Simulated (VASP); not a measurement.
# Pt (Fm-3m) in VASP: notebook

Pt is run at these levels: r2SCAN; tasks: single point.

Program: VASP 6.6.1. These are calculated values, not measurements. Logs are shortened: lines on timing, memory, paths and dates and some standing lists are left out, and cuts for length are marked.

### 1 The cell of the first run

The structure is cubic, space group Fm-3m (No. 225). The conventional cell has a = 3.941 Å, b = 3.941 Å, c = 3.941 Å, α = 90.00°, β = 90.00°, γ = 90.00°. Within 3.7 Å of Pt (site symmetry m-3m) lie 12 Pt at 2.79 Å.

### 2 Single point, r2SCAN

Contents of POSCAR:

```
Pt
1.0
    0.0000000000      1.9705765473      1.9705765473
    1.9705765473      0.0000000000      1.9705765473
    1.9705765473      1.9705765473      0.0000000000
Pt
1
Direct
    0.0000000000      0.0000000000      0.0000000000
```

Contents of INCAR.step1:

```
SYSTEM = Pt
PREC = Accurate
ENCUT = 520
ISMEAR = -1
SIGMA = 0.1
LREAL = .False.
LASPH = .True.
NELM = 60
NBANDS = 11
GGA = PE
ALGO = Normal
EDIFF = 1E-4
LWAVE = .True.
LCHARG = .False.
```

Contents of INCAR.step2:

```
SYSTEM = Pt
PREC = Accurate
ENCUT = 520
EDIFF = 1E-6
ISMEAR = -1
SIGMA = 0.1
LREAL = .False.
LASPH = .True.
NELM = 60
ALGO = Normal
ISIF = 2
LWAVE = .False.
LCHARG = .False.
METAGGA = R2SCAN
LMIXTAU = .True.
NBANDS = 11
ISTART = 1
```

Contents of KPOINTS:

```
regular mesh
0
Gamma
  22 22 22
  0 0 0
```

Potentials or basis: VASP PAW PBE potentials, release 64 (Pt).

Launch:

```sh
$ cat potpaw_PBE.64/Pt/POTCAR > POTCAR
$ cp INCAR.step1 INCAR
$ mpirun -np 1 vasp_std > vasp.out
$ cp INCAR.step2 INCAR
$ mpirun -np 1 vasp_std > vasp.out
```

OUTCAR:

```text
SYSTEM = Pt
   PREC = Accurate
   ENCUT = 520
   EDIFF = 1E-6
   ISMEAR = -1
   LREAL = .False.
   LASPH = .True.
   NELM = 60
   ISIF = 2
   METAGGA = R2SCAN
   ISTART = 1

 ion  position               nearest neighbor table
   1  0.000  0.000  0.000-

  LATTYP: Found a face centered cubic cell.
 ALAT       =     3.9411530946

  Lattice vectors:

 A1 = (   0.0000000000,   1.9705765473,   1.9705765473)
 A2 = (   1.9705765473,   0.0000000000,   1.9705765473)
 A3 = (   1.9705765473,   1.9705765473,   0.0000000000)

Analysis of symmetry for initial positions (statically):
=====================================================================
 Subroutine PRICEL returns:
 Original cell was already a primitive cell.

 Routine SETGRP: Setting up the symmetry group for a
 face centered cubic supercell.

 Subroutine GETGRP returns: Found 48 space group operations
 (whereof 48 operations were pure point group operations)
 out of a pool of 48 trial point group operations.

The static configuration has the point symmetry O_h .

Analysis of symmetry for dynamics (positions and initial velocities):
=====================================================================
 Subroutine PRICEL returns:
 Original cell was already a primitive cell.

 Routine SETGRP: Setting up the symmetry group for a
 face centered cubic supercell.

 Subroutine GETGRP returns: Found 48 space group operations
 (whereof 48 operations were pure point group operations)
 out of a pool of 48 trial point group operations.

The dynamic configuration has the point symmetry O_h .

 Subroutine INISYM returns: Found 48 space group operations
 (whereof 48 operations are pure point group operations),
 and found     1 'primitive' translations

----------------------------------------------------------------------------------------

                                     Primitive cell

  volume of cell :      15.3042

  direct lattice vectors                    reciprocal lattice vectors
     0.000000000  1.970576547  1.970576547    -0.253732848  0.253732848  0.253732848
     1.970576547  0.000000000  1.970576547     0.253732848 -0.253732848  0.253732848
     1.970576547  1.970576547  0.000000000     0.253732848  0.253732848 -0.253732848

  length of vectors
     2.786816079  2.786816079  2.786816079     0.439478185  0.439478185  0.439478185

  position of ions in fractional coordinates (direct lattice)
     0.000000000  0.000000000  0.000000000

  ion indices of the primitive-cell ions
   primitive index   ion index
                 1           1

----------------------------------------------------------------------------------------

 KPOINTS: regular mesh

Automatic generation of k-mesh.
 Grid dimensions read from file:
 generate k-points for:   22   22   22

 Generating k-lattice:

  Cartesian coordinates                     Fractional coordinates (reciprocal lattice)
    -0.011533311  0.011533311  0.011533311     0.045454545  0.000000000  0.000000000
     0.011533311 -0.011533311  0.011533311     0.000000000  0.045454545  0.000000000
     0.011533311  0.011533311 -0.011533311     0.000000000  0.000000000  0.045454545

  Length of vectors
     0.019976281  0.019976281  0.019976281

  Shift w.r.t. Gamma in fractional coordinates (k-lattice)
     0.000000000  0.000000000  0.000000000

 Subroutine IBZKPT returns following result:
 ===========================================

 Found    328 irreducible k-points:

 Following reciprocal coordinates:
            Coordinates               Weight
  0.000000  0.000000  0.000000      1.000000
  0.045455  0.000000  0.000000      8.000000
  0.090909  0.000000  0.000000      8.000000
  0.136364  0.000000  0.000000      8.000000
  0.181818  0.000000  0.000000      8.000000
  0.227273  0.000000  0.000000      8.000000
[... 16 lines left out ...]
  0.500000  0.045455  0.000000     24.000000
 -0.454545  0.045455  0.000000     24.000000
 [... further k-points ...]
   k-points           NKPTS =    328   k-points in BZ     NKDIM =    328   number of bands    NBANDS=     11
   number of dos      NEDOS =    301   number of ions     NIONS =      1
   total plane-waves  NPLWV =  13824
   dimension x,y,z NGX =    24 NGY =   24 NGZ =   24
   dimension x,y,z NGXF=    48 NGYF=   48 NGZF=   48
   ions per type =               1
   NGX,Y,Z   is equivalent  to a cutoff of  14.32, 14.32, 14.32 a.u.
   NGXF,Y,Z  is equivalent  to a cutoff of  28.63, 28.63, 28.63 a.u.
 SYSTEM =  Pt
   PREC   = accura    normal or accurate (medium, high low for compatibility)
   ISTART =      1    job   : 0-new  1-cont  2-samecut
   ICHARG =      0    charge: 1-file 2-atom 10-const
   ISPIN  =      1    spin polarized calculation?
   LNONCOLLINEAR =      F non collinear calculations
   LSORBIT =      F    spin-orbit coupling
   LASPH  =      T    aspherical Exc in radial PAW
   ENCUT  =  520.0 eV  38.22 Ry    6.18 a.u.   5.18  5.18  5.18*2*pi/ulx,y,z
   NELM   =     60;   NELMIN=  2; NELMDL=  0     # of ELM steps
   EDIFF  = 0.1E-05   stopping-criterion for ELM
   LREAL  =      F    real-space projection
   EDIFFG = 0.1E-04   stopping-criterion for IOM
   NSW    =      0    number of steps for IOM
   IBRION =     -1    ionic relax: 0-MD 1-quasi-New 2-CG
   NFREE  =      0    steps in history (QN), initial steepest desc. (CG)
   ISIF   =      2    stress and relaxation
   ISYM   =      2    0-nonsym 1-usesym 2-fastsym
   POTIM  = 0.5000    time-step for ionic-motion
   TEBEG  =    0.0;   TEEND  =   0.0 temperature during run
   PSTRESS=    0.0 pullay stress
   NELECT =      10.0000    total number of electrons
   NUPDOWN=      -1.0000    fix difference up-down
   EMIN   =  10.00;   EMAX   =-10.00  energy-range for DOS
   EFERMI =   0.00;   METHOD = LEGACY
   ISMEAR =    -1;   SIGMA  =   0.10  broadening in eV -4-tet -1-fermi 0-gaus
   EFERMI_NEDOS =   21; number of points for ismear=-14 and -15
   IALGO  =     38    algorithm
   IMIX   =      4    mixing-type and parameters
     AMIX     =   0.40;   BMIX     =  1.00
     AMIX_MAG =   1.60;   BMIX_MAG =  1.00
  volume/ion in A,a.u.               =      15.30       103.28
  Fermi-wavevector in a.u.,A,eV,Ry     =   1.420599  2.684543 27.457940  2.018102
  Thomas-Fermi vector in A             =   2.541497
   LORBIT       =      0    0 simple, 1 ext, 2 COOP (PROOUT), +10 PAW based schemes
   METAGGA = R2SCAN    functional components
   LHFCALC =     F    Hartree Fock is set to
   AEXX    =    0.0000 exact exchange contribution
   IVDW    =     0    specifies the selected vdW correction
   LEPSILON=     F    determine dielectric tensor
   LRPA    =     F    only Hartree local field effects (RPA)
 non-spin polarized calculation
  energy-cutoff  :      520.00
  volume of cell :       15.30
 maximum number of plane-waves:       428
 NGX is ok and might be reduce to    24
   NGX = 11   NGY = 11   NGZ = 11

 number of electron      10.0000001 magnetization

 Free energy of the ion-electron system (eV)
  ---------------------------------------------------
  ext. energy  EPLUGINS =         0.00000000
  ---------------------------------------------------
  free energy    TOTEN  =       -51.53015204 eV

  energy without entropy =      -51.47821224  energy(sigma->0) =      -51.50418214

 E-fermi :  10.7400     XC(G=0): -14.5309

 val. band max:       10.7272775126   @ k =  -0.3182   0.3636   0.1818
 cond. band min:      10.7402972060   @ k =  -0.4545   0.2273   0.0455
 fundamental gap:      0.0130196934
 Fermi energy:        10.7400312267

 k-point     1 :       0.0000    0.0000    0.0000
  band No.  band energies     occupation
      1       0.4095      2.00000
      2       6.9126      2.00000
      3       6.9126      2.00000
      4       6.9126      2.00000
      5       9.0254      2.00000
      6       9.0254      2.00000
      7      26.2580      0.00000
      8      31.3418      0.00000
      9      31.3418      0.00000
     10      31.3418      0.00000
     11      37.1589      0.00000

 k-point     2 :       0.0455    0.0000    0.0000
  band No.  band energies     occupation
      1       0.4954      2.00000
      2       6.8744      2.00000
      3       6.9470      2.00000
      4       6.9470      2.00000
      5       9.0064      2.00000
      6       9.0064      2.00000
      7      26.3895      0.00000
      8      30.8764      0.00000
      9      31.4703      0.00000
     10      31.4703      0.00000
     11      37.6668      0.00000

 k-point     3 :       0.0909    0.0000    0.0000
  band No.  band energies     occupation
      1       0.7478      2.00000
      2       6.7711      2.00000
      3       7.0413      2.00000
      4       7.0413      2.00000
      5       8.9604      2.00000
      6       8.9604      2.00000
      7      26.7592      0.00000
      8      29.8010      0.00000
      9      31.8476      0.00000
     10      31.8476      0.00000
     11      38.5432      0.00000

 k-point     4 :       0.1364    0.0000    0.0000
  band No.  band energies     occupation
      1       1.1497      2.00000
      2       6.6354      2.00000
      3       7.1666      2.00000
      4       7.1666      2.00000
      5       8.9224      2.00000
      6       8.9224      2.00000
      7      27.2794      0.00000
      8      28.4973      0.00000
      9      32.4476      0.00000
     10      32.4476      0.00000
     11      37.7403      0.00000
[... 239 lines left out ...]
 k-point    22 :       0.4545    0.0455    0.0000
  band No.  band energies     occupation
      1       3.3892      2.00000
      2       6.7959      2.00000
      3       6.9231      2.00000
      4       9.2813      2.00000
      5      10.7099      1.14959
      6      11.0736      0.06873
      7      17.7076      0.00000
      8      26.1768      0.00000
      9      30.5766      0.00000
     10      30.9330      0.00000
     11      39.3955      0.00000

 k-point    23 :       0.5000    0.0455    0.0000
  band No.  band energies     occupation
      1       3.3870      2.00000
      2       6.7634      2.00000
      3       6.8775      2.00000
      4       9.7217      1.99992
      5      10.7647      0.87706
      6      11.5100      0.00091
      7      16.8225      0.00000
      8      26.0280      0.00000
      9      30.4181      0.00000
     10      30.4669      0.00000
     11      39.9443      0.00000

 k-point    24 :      -0.4545    0.0455    0.0000
  band No.  band energies     occupation
      1       3.3885      2.00000
      2       6.7794      2.00000
      3       6.8770      2.00000
      4       9.6672      1.99996
      5      10.6605      1.37815
      6      11.4616      0.00147
      7      17.0198      0.00000
      8      26.0576      0.00000
      9      30.2755      0.00000
     10      30.7448      0.00000
     11      39.7560      0.00000

 [... further k-points ...]
[... 5 lines left out ...]
  --------------------------------------------------------------------------------------
  -------------------------------------------------------------------------------------
  Total        0.0779270      0.0779270      0.0779270      0.0000000      0.0000000      0.0000000
  in kB        8.1580956      8.1580956      8.1580956      0.0000000      0.0000000      0.0000000
  external PRESSURE =       8.1580956 kB  Pullay stress =       0.0000000 kB

 VOLUME and BASIS-vectors are now :
 -----------------------------------------------------------------------------
  energy-cutoff  :      520.00
  volume of cell :       15.30
      direct lattice vectors                 reciprocal lattice vectors
     0.000000000  1.970576547  1.970576547    -0.253732848  0.253732848  0.253732848
     1.970576547  0.000000000  1.970576547     0.253732848 -0.253732848  0.253732848
     1.970576547  1.970576547  0.000000000     0.253732848  0.253732848 -0.253732848

 POSITION                                       TOTAL-FORCE (eV/Angst)
 -----------------------------------------------------------------------------------
      0.00000      0.00000      0.00000         0.000000      0.000000      0.000000
 -----------------------------------------------------------------------------------
    total drift:                               -0.000000      0.000000     -0.000000

  FREE ENERGIE OF THE ION-ELECTRON SYSTEM (eV)
  ---------------------------------------------------
  free  energy   TOTEN  =       -51.5301520377 eV

  energy  without entropy=      -51.4782122441  energy(sigma->0) =      -51.50418214
```

Wall time 5.5 min (1 thread of AMD EPYC 7R43 (Zen 3), shared host); peak memory 0.15 GiB.

Results:

| Quantity | Value |
| --- | --- |
| Free energy | -51.5302 eV |
| Pressure | 0.8 GPa |
| Band gap on the k mesh | zero (band 5 reaches 11.25 eV, above the bottom of band 6 at 8.92 eV) |

Levels at points of the mesh, in eV from the Fermi level:
| k point | band 1 | band 2 | band 3 | band 4 | band 5 | band 6 | band 7 | band 8 | band 9 | band 10 |
| --- | --- | --- | --- | --- | --- | --- | --- | --- | --- | --- |
| (0.00, 0.00, 0.00) | -10.33 | -3.83 | -3.83 | -3.83 | -1.71 | -1.71 | 15.52 | 20.60 | 20.60 | 20.60 |
| (0.50, 0.00, 0.00) | -7.42 | -3.92 | -3.92 | -0.25 | 0.02 | 0.02 | 6.04 | 15.16 | 19.85 | 19.85 |
| (0.50, 0.50, 0.00) | -7.14 | -6.71 | -0.06 | 0.50 | 0.50 | 1.97 | 9.18 | 11.97 | 11.97 | 21.10 |

Caveat: the PAW data sets were made with another functional, which shifts forces and pressure a little; spin-orbit coupling is left out, which moves the levels of the heavy elements.

### 3 Single point, r2SCAN, collinear spin, ferromagnetic start

Contents of POSCAR:

```
Pt
1.0
    0.0000000000      1.9697586165      1.9697586165
    1.9697586165      0.0000000000      1.9697586165
    1.9697586165      1.9697586165      0.0000000000
Pt
1
Direct
    0.0000000000      0.0000000000      0.0000000000
```

Contents of INCAR.step1:

```
SYSTEM = Pt
PREC = Accurate
ENCUT = 520
ISMEAR = -1
SIGMA = 0.1
LREAL = .FALSE.
LASPH = .TRUE.
NELM = 150
ISPIN = 2
MAGMOM = 1
LMAXMIX = 4
NBANDS = 15
GGA = PE
ALGO = Normal
EDIFF = 1E-4
LWAVE = .TRUE.
LCHARG = .FALSE.
```

Contents of INCAR.step2:

```
SYSTEM = Pt
PREC = Accurate
ENCUT = 520
EDIFF = 1E-6
ISMEAR = -1
SIGMA = 0.1
LREAL = .FALSE.
LASPH = .TRUE.
NELM = 150
ALGO = Normal
ISIF = 2
LWAVE = .FALSE.
LCHARG = .FALSE.
ISPIN = 2
MAGMOM = 1
LORBIT = 11
LMAXMIX = 4
METAGGA = R2SCAN
LMIXTAU = .TRUE.
NBANDS = 15
ISTART = 1
```

Contents of KPOINTS:

```
regular mesh
0
G
  7 7 7
  0 0 0
```

Potentials or basis: VASP PAW PBE potentials, release 64 (Pt).

Launch:

```sh
$ cat potpaw_PBE.64/Pt/POTCAR > POTCAR
$ cp INCAR.step1 INCAR
$ mpirun -np 1 vasp_std > vasp.out
$ cp INCAR.step2 INCAR
$ mpirun -np 1 vasp_std > vasp.out
```

It took 34 s on 1 thread of Intel Xeon 6975P-C, shared host; peak memory 0.16 GiB.

Results (log left out):

```yaml
Free_energy: -51.5022 eV
Pressure: 2.5 GPa
Band_gap_on_the_k_mesh: zero (filled and empty bands overlap)
Net_moment: 0.00 μB per cell
Valence_electrons_inside_the_program's_atomic_spheres: Pt 9.27
```

Levels at points of the mesh, in eV from the Fermi level:
Spin up:
```tsv
k point	band 1	band 2	band 3	band 4	band 5	band 6	band 7	band 8	band 9	band 10
(0.00, 0.00, 0.00)	-10.46	-3.92	-3.92	-3.92	-1.80	-1.80	15.39	20.48	20.48	20.48
```
Spin down:
```csv
k point,band 3,band 4,band 5,band 6,band 7,band 8
"(0.00, 0.00, 0.00)",-3.92,-3.92,-1.80,-1.80,15.39,20.48
```

Caveat: the k points lie up to 0.39 Å⁻¹ apart; the PAW data sets were made with another functional, which shifts forces and pressure a little; spin-orbit coupling is left out, which moves the levels of the heavy elements.

### 4 Single point, r2SCAN

Contents of POSCAR:

```
Pt
1.0
    0.0000000000      1.9705765473      1.9705765473
    1.9705765473      0.0000000000      1.9705765473
    1.9705765473      1.9705765473      0.0000000000
Pt
1
Direct
    0.0000000000      0.0000000000      0.0000000000
```

Contents of INCAR.step1:

```
ALGO = Normal
EDIFF = 1E-4
ENCUT = 520
GGA = PE
ISMEAR = -1
LASPH = T
LCHARG = F
LREAL = F
LWAVE = T
NBANDS = 11
NELM = 100
PREC = Accurate
SIGMA = 0.6
```

Contents of INCAR.step2:

```
ALGO = Normal
EDIFF = 1E-6
ENCUT = 520
ISIF = 2
ISMEAR = -1
ISTART = 1
LASPH = T
LCHARG = F
LMIXTAU = T
LREAL = F
LWAVE = F
METAGGA = R2SCAN
NBANDS = 11
NELM = 100
PREC = Accurate
SIGMA = 0.6
```

Contents of KPOINTS:

```
k-points
0
Gamma
  14 14 14
```

Potentials or basis: VASP PAW PBE potentials, release 64 (Pt).

Launch:

```sh
$ cat potpaw_PBE.64/Pt/POTCAR > POTCAR
$ cp INCAR.step1 INCAR
$ mpirun -np 1 vasp_std > vasp.out
$ cp INCAR.step2 INCAR
$ mpirun -np 1 vasp_std > vasp.out
```

OUTCAR:

```text
EDIFF = 1E-6
   ENCUT = 520
   ISIF = 2
   ISMEAR = -1
   ISTART = 1
   LASPH = T
   LREAL = F
   METAGGA = R2SCAN
   NELM = 100
   PREC = Accurate

 ion  position               nearest neighbor table
   1  0.000  0.000  0.000-

  LATTYP: Found a face centered cubic cell.
 ALAT       =     3.9411530946

  Lattice vectors:

 A1 = (   0.0000000000,   1.9705765473,   1.9705765473)
 A2 = (   1.9705765473,   0.0000000000,   1.9705765473)
 A3 = (   1.9705765473,   1.9705765473,   0.0000000000)
[... 505 lines left out ...]
      2       5.8392      1.99965
      3       7.2435      1.99640
      4       7.8449      1.99023
      5       8.9878      1.93612
      6       9.8290      1.76358
      7      25.6543      0.00000
      8      28.9453      0.00000
      9      30.4014      0.00000
     10      31.9354      0.00000
     11      35.9417      0.00000

 [... further k-points ...]
[... 5 lines left out ...]
  --------------------------------------------------------------------------------------
  -------------------------------------------------------------------------------------
  Total        0.6541562      0.6541562      0.6541562     -0.0000000      0.0000000      0.0000000
  in kB       68.4828963     68.4828963     68.4828963     -0.0000000      0.0000000      0.0000000
  external PRESSURE =      68.4828963 kB  Pullay stress =       0.0000000 kB

 VOLUME and BASIS-vectors are now :
 -----------------------------------------------------------------------------
  energy-cutoff  :      520.00
  volume of cell :       15.30
      direct lattice vectors                 reciprocal lattice vectors
     0.000000000  1.970576547  1.970576547    -0.253732848  0.253732848  0.253732848
     1.970576547  0.000000000  1.970576547     0.253732848 -0.253732848  0.253732848
     1.970576547  1.970576547  0.000000000     0.253732848  0.253732848 -0.253732848

 POSITION                                       TOTAL-FORCE (eV/Angst)
 -----------------------------------------------------------------------------------
      0.00000      0.00000      0.00000        -0.000000     -0.000000      0.000000
 -----------------------------------------------------------------------------------
    total drift:                               -0.000000     -0.000000     -0.000000

  FREE ENERGIE OF THE ION-ELECTRON SYSTEM (eV)
  ---------------------------------------------------
  free  energy   TOTEN  =       -52.1202688253 eV

  energy  without entropy=      -51.0957156177  energy(sigma->0) =      -51.60799222
```

Run time: 2.8 min. Hardware: 1 thread of AMD EPYC 9R45, shared host; peak memory 0.13 GiB.

Results:

```yaml
Free_energy: -52.1203 eV
Pressure: 6.8 GPa
Band_gap_on_the_k_mesh: zero (band 5 reaches 11.25 eV, above the bottom of band 6 at 8.93 eV)
```

Caveat: the PAW data sets were made with another functional, which shifts forces and pressure a little; spin-orbit coupling is left out, which moves the levels of the heavy elements.

[end of part 1 of 2]
